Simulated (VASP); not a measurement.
# NaF (Pm-3m) in VASP: notebook

NaF is run at these levels: HSE06, PBE-based screened hybrid; tasks: single point.

Program: VASP 6.6.1. These are calculated values, not measurements. Logs are shortened: lines on timing, memory, paths and dates and some standing lists are left out, and cuts for length are marked.

## (1) The cell of the first run

It takes space group Pm-3m (No. 221, cubic). The conventional cell has a = 2.793 Å, b = 2.793 Å, c = 2.793 Å, α = 90.00°, β = 90.00°, γ = 90.00°. Na (site symmetry m-3m) has 8 F at 2.42 Å and 6 Na at 2.79 Å within 3.2 Å. F (site symmetry m-3m) has 8 Na at 2.42 Å and 6 F at 2.79 Å within 3.2 Å.

## (2) Single point, HSE06

Input file POSCAR:

```
NaF
1.0
    2.7934852186      0.0000000000      0.0000000000
    0.0000000000      2.7934852186      0.0000000000
    0.0000000000      0.0000000000      2.7934852186
Na F
1 1
Direct
    0.0000000000      0.0000000000      0.0000000000
    0.5000000000      0.5000000000      0.5000000000
```

Input file INCAR.step1:

```
PREC = Accurate
ENCUT = 520
EDIFF = 1E-5
ISMEAR = 0
SIGMA = 0.01
LREAL = F
LASPH = T
NELM = 60
ALGO = Normal
ISIF = 2
LWAVE = T
NBANDS = 14
GGA = PE
```

Input file INCAR.step2:

```
PREC = Accurate
ENCUT = 520
EDIFF = 1E-7
ISMEAR = 0
SIGMA = 0.01
LREAL = F
LASPH = T
NELM = 60
ALGO = Normal
ISIF = 2
LWAVE = F
LCHARG = T
GGA = PE
LHFCALC = T
HFSCREEN = 0.2079
PRECFOCK = Normal
LELF = T
LVHAR = T
NBANDS = 14
ISTART = 1
```

Input file KPOINTS:

```
regular mesh
0
Gamma
  4 4 4
```

Potentials or basis: VASP PAW PBE potentials, release 64 (Na_pv, F).

Launch:

```
cat potpaw_PBE.64/Na_pv/POTCAR potpaw_PBE.64/F/POTCAR > POTCAR
cp INCAR.step1 INCAR
mpirun -np 1 vasp_std > vasp.out
cp INCAR.step2 INCAR
mpirun -np 1 vasp_std > vasp.out
```

OUTCAR:

```text
PREC = Accurate
   ENCUT = 520
   EDIFF = 1E-7
   ISMEAR = 0
   LREAL = F
   LASPH = T
   NELM = 60
   ISIF = 2
   GGA = PE
   LHFCALC = T
   HFSCREEN = 0.2079
   PRECFOCK = Normal
   ISTART = 1

 ion  position               nearest neighbor table
   1  0.000  0.000  0.000-
   2  0.500  0.500  0.500-

  LATTYP: Found a simple cubic cell.
 ALAT       =     2.7934852186

  Lattice vectors:

 A1 = (   2.7934852186,   0.0000000000,   0.0000000000)
 A2 = (   0.0000000000,   2.7934852186,   0.0000000000)
 A3 = (   0.0000000000,   0.0000000000,   2.7934852186)

Analysis of symmetry for initial positions (statically):
=====================================================================
 Subroutine PRICEL returns:
 Original cell was already a primitive cell.

 Routine SETGRP: Setting up the symmetry group for a
 simple cubic supercell.

 Subroutine GETGRP returns: Found 48 space group operations
 (whereof 48 operations were pure point group operations)
 out of a pool of 48 trial point group operations.

The static configuration has the point symmetry O_h .

Analysis of symmetry for dynamics (positions and initial velocities):
=====================================================================
 Subroutine PRICEL returns:
 Original cell was already a primitive cell.

 Routine SETGRP: Setting up the symmetry group for a
 simple cubic supercell.

 Subroutine GETGRP returns: Found 48 space group operations
 (whereof 48 operations were pure point group operations)
 out of a pool of 48 trial point group operations.

The dynamic configuration has the point symmetry O_h .

 Subroutine INISYM returns: Found 48 space group operations
 (whereof 48 operations are pure point group operations),
 and found     1 'primitive' translations

----------------------------------------------------------------------------------------

                                     Primitive cell

  volume of cell :      21.7991

  direct lattice vectors                    reciprocal lattice vectors
     2.793485219  0.000000000  0.000000000     0.357975762  0.000000000  0.000000000
     0.000000000  2.793485219  0.000000000     0.000000000  0.357975762  0.000000000
     0.000000000  0.000000000  2.793485219     0.000000000  0.000000000  0.357975762

  length of vectors
     2.793485219  2.793485219  2.793485219     0.357975762  0.357975762  0.357975762

  position of ions in fractional coordinates (direct lattice)
     0.000000000  0.000000000  0.000000000
     0.500000000  0.500000000  0.500000000

  ion indices of the primitive-cell ions
   primitive index   ion index
                 1           1
                 2           2

----------------------------------------------------------------------------------------

 KPOINTS: regular mesh

Automatic generation of k-mesh.
 Grid dimensions read from file:
 generate k-points for:    4    4    4

 Generating k-lattice:

  Cartesian coordinates                     Fractional coordinates (reciprocal lattice)
     0.089493941  0.000000000  0.000000000     0.250000000  0.000000000  0.000000000
     0.000000000  0.089493941  0.000000000     0.000000000  0.250000000  0.000000000
     0.000000000  0.000000000  0.089493941     0.000000000  0.000000000  0.250000000

  Length of vectors
     0.089493941  0.089493941  0.089493941

  Shift w.r.t. Gamma in fractional coordinates (k-lattice)
     0.000000000  0.000000000  0.000000000

 Subroutine IBZKPT returns following result:
 ===========================================

 Found     10 irreducible k-points:

 Following reciprocal coordinates:
            Coordinates               Weight
  0.000000  0.000000  0.000000      1.000000
  0.250000  0.000000  0.000000      6.000000
  0.500000  0.000000  0.000000      3.000000
  0.250000  0.250000  0.000000     12.000000
  0.500000  0.250000  0.000000     12.000000
  0.500000  0.500000  0.000000      3.000000
  0.250000  0.250000  0.250000      8.000000
  0.500000  0.250000  0.250000     12.000000
  0.500000  0.500000  0.250000      6.000000
  0.500000  0.500000  0.500000      1.000000
   k-points           NKPTS =     10   k-points in BZ     NKDIM =     64   number of bands    NBANDS=     14
   number of dos      NEDOS =    301   number of ions     NIONS =      2
   total plane-waves  NPLWV =  13824
   dimension x,y,z NGX =    24 NGY =   24 NGZ =   24
   dimension x,y,z NGXF=    48 NGYF=   48 NGZF=   48
   ions per type =               1   1
   NGX,Y,Z   is equivalent  to a cutoff of  14.28, 14.28, 14.28 a.u.
   NGXF,Y,Z  is equivalent  to a cutoff of  28.57, 28.57, 28.57 a.u.
 SYSTEM =  unknown system
   PREC   = accura    normal or accurate (medium, high low for compatibility)
   ISTART =      1    job   : 0-new  1-cont  2-samecut
   ICHARG =      0    charge: 1-file 2-atom 10-const
   ISPIN  =      1    spin polarized calculation?
   LNONCOLLINEAR =      F non collinear calculations
   LSORBIT =      F    spin-orbit coupling
   LASPH  =      T    aspherical Exc in radial PAW
   ENCUT  =  520.0 eV  38.22 Ry    6.18 a.u.   5.19  5.19  5.19*2*pi/ulx,y,z
   NELM   =     60;   NELMIN=  2; NELMDL=  0     # of ELM steps
   EDIFF  = 0.1E-06   stopping-criterion for ELM
   LREAL  =      F    real-space projection
   EDIFFG = 0.1E-05   stopping-criterion for IOM
   NSW    =      0    number of steps for IOM
   IBRION =     -1    ionic relax: 0-MD 1-quasi-New 2-CG
   NFREE  =      0    steps in history (QN), initial steepest desc. (CG)
   ISIF   =      2    stress and relaxation
   ISYM   =      3    0-nonsym 1-usesym 2-fastsym
   POTIM  = 0.5000    time-step for ionic-motion
   TEBEG  =    0.0;   TEEND  =   0.0 temperature during run
   PSTRESS=    0.0 pullay stress
   NELECT =      14.0000    total number of electrons
   NUPDOWN=      -1.0000    fix difference up-down
   EMIN   =  10.00;   EMAX   =-10.00  energy-range for DOS
   EFERMI =   0.00;   METHOD = LEGACY
   ISMEAR =     0;   SIGMA  =   0.01  broadening in eV -4-tet -1-fermi 0-gaus
   EFERMI_NEDOS =   21; number of points for ismear=-14 and -15
   IALGO  =     38    algorithm
   IMIX   =      1    mixing-type and parameters
     AMIX     =   0.40;   BMIX     =  1.00
     AMIX_MAG =   1.60;   BMIX_MAG =  1.00
  volume/ion in A,a.u.               =      10.90        73.55
  Fermi-wavevector in a.u.,A,eV,Ry     =   1.412444  2.669131 27.143583  1.994997
  Thomas-Fermi vector in A             =   2.534192
   LORBIT       =      0    0 simple, 1 ext, 2 COOP (PROOUT), +10 PAW based schemes
   GGA     = PE    functional components
   LHFCALC =     T    Hartree Fock is set to
   PRECFOCK=normal    Normal, Fast or Accurate (Low or Medium for compatibility)
   ENCUT4O =  -1.0   cutoff for four orbital integrals eV
   NKREDX  =     1    reduce k-point grid by
   NKREDY  =     1    reduce k-point grid by
   NKREDZ  =     1    reduce k-point grid by
   AEXX    =    0.2500 exact exchange contribution
   HFSCREEN=    0.2079 screening length (either q_TF or 0.3 A-1)
   HFSCREENC=   0.2079 screening length for correlation (either q_TF or 0.3 A-1)
   ENCUTFOCK=  -1.0 apply spherical cutoff to Coloumb kernel
   IVDW    =     0    specifies the selected vdW correction
   LEPSILON=     F    determine dielectric tensor
   LRPA    =     F    only Hartree local field effects (RPA)
 non-spin polarized calculation
 Gauss-broadening in eV      SIGMA  =   0.01
  energy-cutoff  :      520.00
  volume of cell :       21.80
 maximum number of plane-waves:       624
 NGX is ok and might be reduce to    24
  NGX = 16; NGY = 16; NGZ = 16

 number of electron      14.0000006 magnetization

 Free energy of the ion-electron system (eV)
  ---------------------------------------------------
  ext. energy  EPLUGINS =         0.00000000
  ---------------------------------------------------
  free energy    TOTEN  =        -9.98872986 eV

  energy without entropy =       -9.98872986  energy(sigma->0) =       -9.98872986

 E-fermi :  -2.1130     XC(G=0):  -8.1128

 val. band max:       -2.2708876158   @ k =   0.5000   0.5000   0.0000
 cond. band min:       6.0274171821   @ k =   0.0000   0.0000   0.0000
 fundamental gap:      8.2983047979
 Fermi energy:        -2.1129647692

 k-point     1 :       0.0000    0.0000    0.0000
  band No.  band energies     occupation
      1     -23.7868      2.00000
      2     -23.7868      2.00000
      3     -23.7868      2.00000
      4     -23.7583      2.00000
      5      -2.6246      2.00000
      6      -2.6246      2.00000
      7      -2.6246      2.00000
      8       6.0274      0.00000
      9      15.8233      0.00000
     10      15.8233      0.00000
     11      24.4958      0.00000
     12      24.4958      0.00000
     13      24.4958      0.00000
     14      31.8621      0.00000

 k-point     2 :       0.2500    0.0000    0.0000
  band No.  band energies     occupation
      1     -24.3520      2.00000
      2     -23.7718      2.00000
      3     -23.7718      2.00000
      4     -23.1422      2.00000
      5      -3.9418      2.00000
      6      -2.5585      2.00000
      7      -2.5585      2.00000
      8       7.8559      0.00000
      9      14.8139      0.00000
     10      17.0319      0.00000
     11      24.2266      0.00000
     12      24.2266      0.00000
     13      26.4290      0.00000
     14      26.8162      0.00000

 k-point     3 :       0.5000    0.0000    0.0000
  band No.  band energies     occupation
      1     -24.5983      2.00000
      2     -23.7567      2.00000
      3     -23.7567      2.00000
      4     -22.8364      2.00000
      5      -5.0187      2.00000
      6      -2.4911      2.00000
      7      -2.4911      2.00000
      8      10.9115      0.00000
      9      12.0254      0.00000
     10      20.1208      0.00000
     11      21.3286      0.00000
     12      23.8717      0.00000
     13      23.8717      0.00000
     14      26.7177      0.00000

 k-point     4 :       0.2500    0.2500    0.0000
  band No.  band energies     occupation
      1     -24.3022      2.00000
      2     -23.9038      2.00000
      3     -23.7585      2.00000
      4     -23.0395      2.00000
      5      -3.8727      2.00000
      6      -3.5030      2.00000
      7      -2.4714      2.00000
      8       9.3057      0.00000
      9      15.6102      0.00000
     10      15.6256      0.00000
     11      22.2619      0.00000
     12      24.1716      0.00000
     13      24.2755      0.00000
     14      26.4390      0.00000

 k-point     5 :       0.5000    0.2500    0.0000
  band No.  band energies     occupation
      1     -24.3544      2.00000
      2     -23.8906      2.00000
      3     -23.7453      2.00000
      4     -22.9743      2.00000
      5      -4.6500      2.00000
      6      -3.4335      2.00000
      7      -2.3823      2.00000
      8      12.1094      0.00000
      9      12.4506      0.00000
     10      17.0570      0.00000
     11      19.4312      0.00000
     12      23.9670      0.00000
     13      25.2529      0.00000
     14      27.0446      0.00000

 k-point     6 :       0.5000    0.5000    0.0000
  band No.  band energies     occupation
      1     -24.0219      2.00000
      2     -24.0219      2.00000
      3     -23.7338      2.00000
      4     -23.1982      2.00000
      5      -4.2585      2.00000
      6      -4.2585      2.00000
      7      -2.2709      2.00000
      8      11.9834      0.00000
      9      15.5491      0.00000
     10      15.5491      0.00000
     11      15.8231      0.00000
     12      24.0774      0.00000
     13      24.0774      0.00000
     14      30.6430      0.00000

 k-point     7 :       0.2500    0.2500    0.2500
  band No.  band energies     occupation
      1     -24.1948      2.00000
      2     -23.8830      2.00000
      3     -23.8830      2.00000
      4     -23.0157      2.00000
      5      -3.7150      2.00000
      6      -3.3986      2.00000
      7      -3.3986      2.00000
      8      10.5065      0.00000
      9      15.8368      0.00000
     10      15.8368      0.00000
     11      19.8422      0.00000
     12      22.2508      0.00000
     13      22.2508      0.00000
     14      30.7396      0.00000

 k-point     8 :       0.5000    0.2500    0.2500
  band No.  band energies     occupation
      1     -24.1871      2.00000
      2     -23.8799      2.00000
      3     -23.8620      2.00000
      4     -23.0139      2.00000
      5      -4.4023      2.00000
      6      -3.3428      2.00000
      7      -3.2904      2.00000
      8      12.6180      0.00000
      9      13.6492      0.00000
     10      16.1069      0.00000
     11      20.0900      0.00000
     12      20.6804      0.00000
     13      21.4309      0.00000
     14      29.2026      0.00000

 k-point     9 :       0.5000    0.5000    0.2500
  band No.  band energies     occupation
      1     -23.9947      2.00000
      2     -23.9947      2.00000
      3     -23.8513      2.00000
      4     -23.0755      2.00000
      5      -4.1434      2.00000
      6      -4.1434      2.00000
      7      -3.1958      2.00000
      8      13.0594      0.00000
      9      15.0725      0.00000
     10      15.0725      0.00000
     11      17.7724      0.00000
     12      21.2114      0.00000
     13      21.2114      0.00000
     14      26.5616      0.00000

 k-point    10 :       0.5000    0.5000    0.5000
  band No.  band energies     occupation
      1     -23.9673      2.00000
      2     -23.9673      2.00000
      3     -23.9673      2.00000
      4     -22.9488      2.00000
      5      -4.0230      2.00000
      6      -4.0230      2.00000
      7      -4.0230      2.00000
      8      14.4705      0.00000
      9      14.4705      0.00000
     10      14.4705      0.00000
     11      19.9022      0.00000
     12      19.9022      0.00000
     13      19.9022      0.00000
     14      23.6660      0.00000

------------------------ aborting loop because EDIFF is reached ----------------------------------------

  FORCE on cell =-STRESS in cart. coord.  units (eV):
  Direction    XX          YY          ZZ          XY          YZ          ZX
  --------------------------------------------------------------------------------------
  -------------------------------------------------------------------------------------
  Total        0.2568905      0.2568905      0.2568905     -0.0000000     -0.0000000      0.0000000
  in kB       18.8807596     18.8807596     18.8807596     -0.0000000     -0.0000000      0.0000000
  external PRESSURE =      18.8807596 kB  Pullay stress =       0.0000000 kB

 VOLUME and BASIS-vectors are now :
 -----------------------------------------------------------------------------
  energy-cutoff  :      520.00
  volume of cell :       21.80
      direct lattice vectors                 reciprocal lattice vectors
     2.793485219  0.000000000  0.000000000     0.357975762  0.000000000  0.000000000
     0.000000000  2.793485219  0.000000000     0.000000000  0.357975762  0.000000000
     0.000000000  0.000000000  2.793485219     0.000000000  0.000000000  0.357975762

 POSITION                                       TOTAL-FORCE (eV/Angst)
 -----------------------------------------------------------------------------------
      0.00000      0.00000      0.00000         0.000000      0.000000      0.000000
      1.39674      1.39674      1.39674         0.000000      0.000000      0.000000
 -----------------------------------------------------------------------------------
    total drift:                                0.000005      0.000012      0.000012

  FREE ENERGIE OF THE ION-ELECTRON SYSTEM (eV)
  ---------------------------------------------------
  free  energy   TOTEN  =        -9.9887298576 eV

  energy  without entropy=       -9.9887298576  energy(sigma->0) =       -9.98872986
```

Run time: 2.3 min. Hardware: 1 thread of Intel Xeon 8259CL, shared host; peak memory 0.23 GiB.

What came out:

| Item | Value |
| --- | --- |
| Free energy | -9.9887 eV |
| Pressure | 1.9 GPa |
| Band gap on the k mesh | 8.30 eV, indirect (least direct gap 8.65 eV) |

Caveat: the k points lie up to 0.56 Å⁻¹ apart; the PAW data sets were made with another functional, which shifts forces and pressure a little. A k mesh can miss the band edges.

## (3) Single point, PBE-based screened hybrid

POSCAR is that of step 2.

Input file INCAR.step1:

```
SYSTEM = NaF
PREC = Accurate ; ENCUT = 520
EDIFF = 1E-5 ; ISMEAR = 0
SIGMA = 0.01 ; LREAL = .FALSE.
LASPH = .TRUE. ; NELM = 100
ALGO = Normal ; ISIF = 2
LWAVE = .TRUE. ; LCHARG = .FALSE.
GGA = PE ; NBANDS = 14
```

Input file INCAR.step2:

```
SYSTEM = NaF
PREC = Accurate ; ENCUT = 520
EDIFF = 1E-7 ; ISMEAR = 0
SIGMA = 0.01 ; LREAL = .FALSE.
LASPH = .TRUE. ; NELM = 100
ALGO = Normal ; ISIF = 2
LWAVE = .FALSE. ; LCHARG = .FALSE.
GGA = PE ; LHFCALC = .TRUE.
AEXX = 0.35 ; HFSCREEN = 0.5
PRECFOCK = Normal ; ISTART = 1
NBANDS = 14
```

Input file KPOINTS:

```
regular mesh
0
G
  4 4 4
  0 0 0
```

Potentials or basis: VASP PAW PBE potentials, release 64 (Na_pv, F).

Launch:

```
cat potpaw_PBE.64/Na_pv/POTCAR potpaw_PBE.64/F/POTCAR > POTCAR
cp INCAR.step1 INCAR
mpirun -np 1 vasp_std > vasp.out
cp INCAR.step2 INCAR
mpirun -np 1 vasp_std > vasp.out
```

Wall time 2.3 min (1 thread of Intel Xeon 8259CL, shared host); peak memory 0.22 GiB.

It converged, with:

| Property | Result |
| --- | --- |
| Free energy | -9.9574 eV |
| Pressure | 1.3 GPa |
| Band gap on the k mesh | 8.09 eV, indirect (least direct gap 8.44 eV) |

Levels at points of the mesh, in eV from the valence-band top:
| k point | band 5 | band 6 | band 7 | band 8 | band 9 | band 10 |
| --- | --- | --- | --- | --- | --- | --- |
| (0.00, 0.00, 0.00) | -0.35 | -0.35 | -0.35 | 8.09 | 17.91 | 17.91 |
| (0.50, 0.00, 0.00) | -2.69 | -0.22 | -0.22 | 12.97 | 14.05 | 22.24 |
| (0.50, 0.50, 0.00) | -1.96 | -1.96 | 0.00 | 14.04 | 17.61 | 17.61 |
| (0.50, 0.50, 0.50) | -1.73 | -1.73 | -1.73 | 16.54 | 16.54 | 16.54 |

Caveat: the k points lie up to 0.56 Å⁻¹ apart; the PAW data sets were made with another functional, which shifts forces and pressure a little.
